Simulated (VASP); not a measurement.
# WAu (F-43m) in VASP: further runs

Aim: see how the results for WAu move with the level of theory and the settings. Levels: r2SCAN, revPBE+D3(BJ). Tasks: single point.

Program: VASP 6.6.1. These are calculated values, not measurements. Logs are shortened: lines on timing, memory, paths and dates and some standing lists are left out, and cuts for length are marked.

### 1 The cell of the first run

Symmetry: F-43m, No. 216, cubic system. Conventional cell: a = 5.818 Å, b = 5.818 Å, c = 5.818 Å, α = 90.00°, β = 90.00°, γ = 90.00°. W (site symmetry -43m) has 4 Au at 2.52 Å within 3.3 Å. Au (site symmetry -43m) has 4 W at 2.52 Å within 3.3 Å.

### 2 Single point, r2SCAN

Contents of POSCAR:

```
WAu
1.0
    0.0000000000      2.9092100000      2.9092100000
    2.9092100000      0.0000000000      2.9092100000
    2.9092100000      2.9092100000      0.0000000000
W Au
1 1
Direct
    0.0000000000      0.0000000000      0.0000000000
    0.7500000000      0.7500000000      0.7500000000
```

Contents of INCAR.step1:

```
SYSTEM = WAu
ALGO = Normal
EDIFF = 1E-4
ENCUT = 520
GGA = PE
ISMEAR = -1
LASPH = .True.
LCHARG = .False.
LREAL = .False.
LWAVE = .True.
NBANDS = 20
NELM = 60
PREC = Accurate
SIGMA = 0.05
```

Contents of INCAR.step2:

```
SYSTEM = WAu
ALGO = Normal
EDIFF = 1E-7
ENCUT = 520
ISIF = 2
ISMEAR = -1
ISTART = 1
LASPH = .True.
LCHARG = .False.
LMIXTAU = .True.
LREAL = .False.
LWAVE = .False.
METAGGA = R2SCAN
NBANDS = 20
NELM = 60
PREC = Accurate
SIGMA = 0.05
```

Contents of KPOINTS:

```
k-points
0
Gamma
  8 8 8
  0 0 0
```

Potentials or basis: VASP PAW PBE potentials, release 64 (W_sv, Au).

Launch:

```console
$ cat potpaw_PBE.64/W_sv/POTCAR potpaw_PBE.64/Au/POTCAR > POTCAR
$ cp INCAR.step1 INCAR
$ mpirun -np 1 vasp_std > vasp.out
$ cp INCAR.step2 INCAR
$ mpirun -np 1 vasp_std > vasp.out
```

OUTCAR:

```text
SYSTEM = WAu
   EDIFF = 1E-7
   ENCUT = 520
   ISIF = 2
   ISMEAR = -1
   ISTART = 1
   LASPH = .True.
   LREAL = .False.
   METAGGA = R2SCAN
   NELM = 60
   PREC = Accurate

 ion  position               nearest neighbor table
   1  0.000  0.000  0.000-   2 2.52   2 2.52   2 2.52   2 2.52
   2  0.750  0.750  0.750-   1 2.52   1 2.52   1 2.52   1 2.52

  LATTYP: Found a face centered cubic cell.
 ALAT       =     5.8184200000

  Lattice vectors:

 A1 = (   0.0000000000,   2.9092100000,   2.9092100000)
 A2 = (   2.9092100000,   0.0000000000,   2.9092100000)
 A3 = (   2.9092100000,   2.9092100000,   0.0000000000)

Analysis of symmetry for initial positions (statically):
=====================================================================
 Subroutine PRICEL returns:
 Original cell was already a primitive cell.

 Routine SETGRP: Setting up the symmetry group for a
 face centered cubic supercell.

 Subroutine GETGRP returns: Found 24 space group operations
 (whereof 24 operations were pure point group operations)
 out of a pool of 48 trial point group operations.

The static configuration has the point symmetry T_d .

Analysis of symmetry for dynamics (positions and initial velocities):
=====================================================================
 Subroutine PRICEL returns:
 Original cell was already a primitive cell.

 Routine SETGRP: Setting up the symmetry group for a
 face centered cubic supercell.

 Subroutine GETGRP returns: Found 24 space group operations
 (whereof 24 operations were pure point group operations)
 out of a pool of 48 trial point group operations.

The dynamic configuration has the point symmetry T_d .

 Subroutine INISYM returns: Found 24 space group operations
 (whereof 24 operations are pure point group operations),
 and found     1 'primitive' translations

----------------------------------------------------------------------------------------

                                     Primitive cell

  volume of cell :      49.2442

  direct lattice vectors                    reciprocal lattice vectors
     0.000000000  2.909210000  2.909210000    -0.171867964  0.171867964  0.171867964
     2.909210000  0.000000000  2.909210000     0.171867964 -0.171867964  0.171867964
     2.909210000  2.909210000  0.000000000     0.171867964  0.171867964 -0.171867964

  length of vectors
     4.114244238  4.114244238  4.114244238     0.297684046  0.297684046  0.297684046

  position of ions in fractional coordinates (direct lattice)
     0.000000000  0.000000000  0.000000000
     0.750000000  0.750000000  0.750000000

  ion indices of the primitive-cell ions
   primitive index   ion index
                 1           1
                 2           2

----------------------------------------------------------------------------------------

 KPOINTS: k-points

Automatic generation of k-mesh.
 Grid dimensions read from file:
 generate k-points for:    8    8    8

 Generating k-lattice:

  Cartesian coordinates                     Fractional coordinates (reciprocal lattice)
    -0.021483496  0.021483496  0.021483496     0.125000000  0.000000000  0.000000000
     0.021483496 -0.021483496  0.021483496     0.000000000  0.125000000  0.000000000
     0.021483496  0.021483496 -0.021483496     0.000000000  0.000000000  0.125000000

  Length of vectors
     0.037210506  0.037210506  0.037210506

  Shift w.r.t. Gamma in fractional coordinates (k-lattice)
     0.000000000  0.000000000  0.000000000

 Subroutine IBZKPT returns following result:
 ===========================================

 Found     29 irreducible k-points:

 Following reciprocal coordinates:
            Coordinates               Weight
  0.000000  0.000000  0.000000      1.000000
  0.125000  0.000000  0.000000      8.000000
  0.250000  0.000000  0.000000      8.000000
  0.375000  0.000000  0.000000      8.000000
  0.500000  0.000000  0.000000      4.000000
  0.125000  0.125000  0.000000      6.000000
[... 16 lines left out ...]
  0.500000  0.250000  0.125000     48.000000
 -0.375000  0.250000  0.125000     24.000000
 [... further k-points ...]
   k-points           NKPTS =     29   k-points in BZ     NKDIM =     29   number of bands    NBANDS=     20
   number of dos      NEDOS =    301   number of ions     NIONS =      2
   total plane-waves  NPLWV =  32768
   dimension x,y,z NGX =    32 NGY =   32 NGZ =   32
   dimension x,y,z NGXF=    64 NGYF=   64 NGZF=   64
   ions per type =               1   1
   NGX,Y,Z   is equivalent  to a cutoff of  12.93, 12.93, 12.93 a.u.
   NGXF,Y,Z  is equivalent  to a cutoff of  25.86, 25.86, 25.86 a.u.
 SYSTEM =  WAu
   PREC   = accura    normal or accurate (medium, high low for compatibility)
   ISTART =      1    job   : 0-new  1-cont  2-samecut
   ICHARG =      0    charge: 1-file 2-atom 10-const
   ISPIN  =      1    spin polarized calculation?
   LNONCOLLINEAR =      F non collinear calculations
   LSORBIT =      F    spin-orbit coupling
   LASPH  =      T    aspherical Exc in radial PAW
   ENCUT  =  520.0 eV  38.22 Ry    6.18 a.u.   7.65  7.65  7.65*2*pi/ulx,y,z
   NELM   =     60;   NELMIN=  2; NELMDL=  0     # of ELM steps
   EDIFF  = 0.1E-06   stopping-criterion for ELM
   LREAL  =      F    real-space projection
   EDIFFG = 0.1E-05   stopping-criterion for IOM
   NSW    =      0    number of steps for IOM
   IBRION =     -1    ionic relax: 0-MD 1-quasi-New 2-CG
   NFREE  =      0    steps in history (QN), initial steepest desc. (CG)
   ISIF   =      2    stress and relaxation
   ISYM   =      2    0-nonsym 1-usesym 2-fastsym
   POTIM  = 0.5000    time-step for ionic-motion
   TEBEG  =    0.0;   TEEND  =   0.0 temperature during run
   PSTRESS=    0.0 pullay stress
   NELECT =      25.0000    total number of electrons
   NUPDOWN=      -1.0000    fix difference up-down
   EMIN   =  10.00;   EMAX   =-10.00  energy-range for DOS
   EFERMI =   0.00;   METHOD = LEGACY
   ISMEAR =    -1;   SIGMA  =   0.05  broadening in eV -4-tet -1-fermi 0-gaus
   EFERMI_NEDOS =   21; number of points for ismear=-14 and -15
   IALGO  =     38    algorithm
   IMIX   =      4    mixing-type and parameters
     AMIX     =   0.40;   BMIX     =  1.00
     AMIX_MAG =   1.60;   BMIX_MAG =  1.00
  volume/ion in A,a.u.               =      24.62       166.16
  Fermi-wavevector in a.u.,A,eV,Ry     =   1.305980  2.467944 23.205866  1.705583
  Thomas-Fermi vector in A             =   2.436812
   LORBIT       =      0    0 simple, 1 ext, 2 COOP (PROOUT), +10 PAW based schemes
   METAGGA = R2SCAN    functional components
   LHFCALC =     F    Hartree Fock is set to
   AEXX    =    0.0000 exact exchange contribution
   IVDW    =     0    specifies the selected vdW correction
   LEPSILON=     F    determine dielectric tensor
   LRPA    =     F    only Hartree local field effects (RPA)
 non-spin polarized calculation
  energy-cutoff  :      520.00
  volume of cell :       49.24
 maximum number of plane-waves:      1363
   NGX = 15   NGY = 15   NGZ = 15

 number of electron      25.0000000 magnetization

 Free energy of the ion-electron system (eV)
  ---------------------------------------------------
  ext. energy  EPLUGINS =         0.00000000
  ---------------------------------------------------
  free energy    TOTEN  =       -97.90196199 eV

  energy without entropy =      -97.88267673  energy(sigma->0) =      -97.89231936

 E-fermi :   5.5001     XC(G=0): -11.4232

 val. band max:        5.4721644452   @ k =  -0.3750   0.2500   0.1250
 cond. band min:       5.5229333500   @ k =   0.3750   0.2500   0.0000
 fundamental gap:      0.0507689048
 Fermi energy:         5.5000587327

 k-point     1 :       0.0000    0.0000    0.0000
  band No.  band energies     occupation
      1     -70.8114      2.00000
      2     -34.3514      2.00000
      3     -34.3514      2.00000
      4     -34.3514      2.00000
      5      -2.3484      2.00000
      6      -0.5263      2.00000
[... 12 lines left out ...]
     19      17.1645      0.00000
     20      17.2823      0.00000

 k-point     2 :       0.1250    0.0000    0.0000
  band No.  band energies     occupation
      1     -70.8112      2.00000
      2     -34.3536      2.00000
      3     -34.3513      2.00000
      4     -34.3513      2.00000
      5      -2.1099      2.00000
      6      -0.6318      2.00000
[... 12 lines left out ...]
     19      16.4754      0.00000
     20      17.0756      0.00000

 k-point     3 :       0.2500    0.0000    0.0000
  band No.  band energies     occupation
      1     -70.8108      2.00000
      2     -34.3587      2.00000
      3     -34.3511      2.00000
      4     -34.3511      2.00000
      5      -1.5124      2.00000
      6      -0.6748      2.00000
[... 12 lines left out ...]
     19      15.1024      0.00000
     20      17.4869      0.00000

 k-point     4 :       0.3750    0.0000    0.0000
  band No.  band energies     occupation
      1     -70.8105      2.00000
      2     -34.3638      2.00000
      3     -34.3508      2.00000
      4     -34.3508      2.00000
      5      -1.0757      2.00000
      6      -0.6028      2.00000
[... 12 lines left out ...]
     19      14.6597      0.00000
     20      18.0919      0.00000

 k-point     5 :       0.5000    0.0000    0.0000
  band No.  band energies     occupation
      1     -70.8104      2.00000
      2     -34.3659      2.00000
      3     -34.3507      2.00000
      4     -34.3507      2.00000
      5      -1.0125      2.00000
      6      -0.5074      2.00000
[... 12 lines left out ...]
     19      14.5537      0.00000
     20      18.1991      0.00000
[... 353 lines left out ...]
      6      -0.7430      2.00000
[... 12 lines left out ...]
     19      15.3931      0.00000
     20      15.7785      0.00000

 k-point    22 :       0.3750    0.2500    0.1250
  band No.  band energies     occupation
      1     -70.8106      2.00000
      2     -34.3613      2.00000
      3     -34.3521      2.00000
      4     -34.3509      2.00000
      5      -1.0892      2.00000
      6      -0.8657      2.00000
[... 12 lines left out ...]
     19      15.8237      0.00000
     20      16.7243      0.00000

 k-point    23 :       0.5000    0.2500    0.1250
  band No.  band energies     occupation
      1     -70.8103      2.00000
      2     -34.3638      2.00000
      3     -34.3535      2.00000
      4     -34.3507      2.00000
      5      -0.9096      2.00000
      6      -0.8365      2.00000
[... 12 lines left out ...]
     19      15.8361      0.00000
     20      18.1516      0.00000

 k-point    24 :      -0.3750    0.2500    0.1250
  band No.  band energies     occupation
      1     -70.8101      2.00000
      2     -34.3646      2.00000
      3     -34.3542      2.00000
      4     -34.3507      2.00000
      5      -0.9255      2.00000
      6      -0.7542      2.00000
[... 12 lines left out ...]
     19      15.7743      0.00000
     20      18.7423      0.00000

 [... further k-points ...]
[... 5 lines left out ...]
  --------------------------------------------------------------------------------------
  -------------------------------------------------------------------------------------
  Total       -0.8966324     -0.8966324     -0.8966324      0.0000000      0.0000000      0.0000000
  in kB      -29.1722412    -29.1722412    -29.1722412      0.0000000      0.0000000      0.0000000
  external PRESSURE =     -29.1722412 kB  Pullay stress =       0.0000000 kB

 VOLUME and BASIS-vectors are now :
 -----------------------------------------------------------------------------
  energy-cutoff  :      520.00
  volume of cell :       49.24
      direct lattice vectors                 reciprocal lattice vectors
     0.000000000  2.909210000  2.909210000    -0.171867964  0.171867964  0.171867964
     2.909210000  0.000000000  2.909210000     0.171867964 -0.171867964  0.171867964
     2.909210000  2.909210000  0.000000000     0.171867964  0.171867964 -0.171867964

 POSITION                                       TOTAL-FORCE (eV/Angst)
 -----------------------------------------------------------------------------------
      0.00000      0.00000      0.00000         0.000000      0.000000      0.000000
      4.36381      4.36381      4.36381        -0.000000     -0.000000     -0.000000
 -----------------------------------------------------------------------------------
    total drift:                               -0.000001     -0.000001     -0.000000

  FREE ENERGIE OF THE ION-ELECTRON SYSTEM (eV)
  ---------------------------------------------------
  free  energy   TOTEN  =       -97.9019619860 eV

  energy  without entropy=      -97.8826767268  energy(sigma->0) =      -97.89231936
```

Wall time 2.5 min (1 thread of Intel Xeon 8259CL, shared host); peak memory 0.2 GiB.

What came out:

```
Free energy : -97.9020 eV
Pressure    : -2.9 GPa
```

Caveat: the PAW data sets were made with another functional, which shifts forces and pressure a little; spin-orbit coupling is left out, which moves the levels of the heavy elements.

### 3 Single point, r2SCAN, non-collinear spin, zero start, spin-orbit coupling

POSCAR is that of step 2.

Contents of INCAR.step1:

```
SYSTEM = WAu
PREC = Accurate ; ENCUT = 520
ISMEAR = -1 ; SIGMA = 0.05
LREAL = .False. ; LASPH = .True.
NELM = 150 ; MAGMOM = 0 0 0 0 0 0
LSORBIT = .True. ; GGA_COMPAT = .False.
LMAXMIX = 4 ; NBANDS = 37
GGA = PE ; ALGO = Normal
EDIFF = 1E-4 ; LWAVE = .True.
LCHARG = .False.
```

Contents of INCAR.step2:

```
SYSTEM = WAu
PREC = Accurate ; ENCUT = 520
EDIFF = 1E-7 ; ISMEAR = -1
SIGMA = 0.05 ; LREAL = .False.
LASPH = .True. ; NELM = 150
ALGO = Normal ; ISIF = 2
LWAVE = .False. ; LCHARG = .False.
MAGMOM = 0 0 0 0 0 0 ; LORBIT = 11
LSORBIT = .True. ; GGA_COMPAT = .False.
LORBMOM = .True. ; LMAXMIX = 4
METAGGA = R2SCAN ; LMIXTAU = .True.
NBANDS = 37 ; ISTART = 1
```

Contents of KPOINTS:

```
regular mesh
0
Gamma
  8 8 8
  0 0 0
```

Potentials or basis: VASP PAW PBE potentials, release 64 (W_sv, Au).

Launch:

```console
$ cat potpaw_PBE.64/W_sv/POTCAR potpaw_PBE.64/Au/POTCAR > POTCAR
$ cp INCAR.step1 INCAR
$ mpirun -np 1 vasp_ncl > vasp.out
$ cp INCAR.step2 INCAR
$ mpirun -np 1 vasp_ncl > vasp.out
```

Wall time 17 min (1 thread of Intel Xeon 8259CL, shared host); peak memory 0.44 GiB.

Results (log left out):

```
Free energy                                           : -99.1055 eV
Pressure                                              : -3.0 GPa
Net moment                                            : 0.00 μB per cell
Valence electrons inside the program's atomic spheres : W 11.82; Au 9.95
```

Moments on the atoms (μB; x, y, z):
```
W   0.00 0.00 0.00
Au  0.00 0.00 0.00
```

Caveat: the PAW data sets were made with another functional, which shifts forces and pressure a little.

### 4 Single point, revPBE+D3(BJ)

This run uses another cell than the first one, of 23.68 Å³/atom, 0.962 times its volume.

Contents of INCAR:

```
ALGO     = Fast           # electronic algorithm
EDIFF    = 1E-6           # SCF threshold, eV
ENCUT    = 520            # plane-wave cutoff, eV
GGA      = RE             # functional
ISIF     = 2              # what is computed and relaxed
ISMEAR   = -1             # smearing method
IVDW     = 12             # dispersion correction
LASPH    = T              # aspherical terms in the spheres
LCHARG   = F              # write CHGCAR
LREAL    = F              # projectors in reciprocal space
LWAVE    = F              # write WAVECAR
NBANDS   = 20             # bands
NELM     = 60             # most SCF steps
PREC     = Accurate       # precision mode
SIGMA    = 0.05           # smearing width, eV
```

Contents of KPOINTS:

```
k-points
0
Gamma
  8 8 8
```

Contents of POSCAR:

```
WAu
1.0
    0.0000000000      2.8717129495      2.8717129495
    2.8717129495      0.0000000000      2.8717129495
    2.8717129495      2.8717129495      0.0000000000
W Au
1 1
Direct
    0.0000000000      0.0000000000      0.0000000000
    0.7500000000      0.7500000000      0.7500000000
```

Launch:

```console
$ cat potpaw_PBE.64/W_sv/POTCAR potpaw_PBE.64/Au/POTCAR > POTCAR
$ mpirun -np 1 vasp_std > vasp.out
```

It took 55 s on 1 thread of Intel Xeon Platinum 8259CL at 2.50GHz (Skylake/Cascade Lake), shared host; peak memory 0.19 GiB.

Results (log left out):

| Property | Result |
| --- | --- |
| Free energy | -13.4482 eV |
| Pressure | 0.1 GPa |
| Dispersion energy per atom | -1.031 eV |

Levels at points of the mesh, in eV from the Fermi level:
| k point | band 9 | band 10 | band 11 | band 12 | band 13 | band 14 | band 15 | band 16 | band 17 | band 18 |
| --- | --- | --- | --- | --- | --- | --- | --- | --- | --- | --- |
| (0.00, 0.00, 0.00) | -5.79 | -5.79 | -0.76 | -0.76 | -0.76 | 1.64 | 1.64 | 8.56 | 11.28 | 11.29 |
| (0.50, 0.00, 0.00) | -5.73 | -5.10 | -1.91 | -0.25 | -0.25 | 1.45 | 1.45 | 2.12 | 8.03 | 8.03 |
| (0.50, 0.50, 0.00) | -5.18 | -4.06 | -2.84 | 0.38 | 1.30 | 1.56 | 1.56 | 2.91 | 3.46 | 3.46 |

Caveat: the PAW data sets were made with another functional, which shifts forces and pressure a little; spin-orbit coupling is left out, which moves the levels of the heavy elements; pairwise dispersion overbinds metals, which lowers pressure and volume.

### 5 The runs side by side

| level | spin | cell | gap on the mesh (eV) | pressure (GPa) |
| --- | --- | --- | --- | --- |
| r2SCAN | off | a = 4.114 Å, angles 60.0°, 2 atoms | none | -2.9 |
| r2SCAN | non-collinear, zero start, SOC | a = 4.114 Å, angles 60.0°, 2 atoms | - | -3.0 |
| revPBE+D3(BJ) | off | a = 4.061 Å, angles 60.0°, 2 atoms | none | 0.1 |

Alike in all rows: task single point; potentials or basis VASP PAW PBE potentials, release 64 (W_sv, Au); k mesh 8 × 8 × 8; cutoff (eV) 520; smearing fermi-dirac 0.05 eV.

Caveats: the PAW data sets were made with another functional, which shifts forces and pressure a little; spin-orbit coupling is left out, which moves the levels of the heavy elements (some runs); pairwise dispersion overbinds metals, which lowers pressure and volume (some runs).

Total energies depend on the potentials used, so only differences within one code and one set of settings carry meaning.
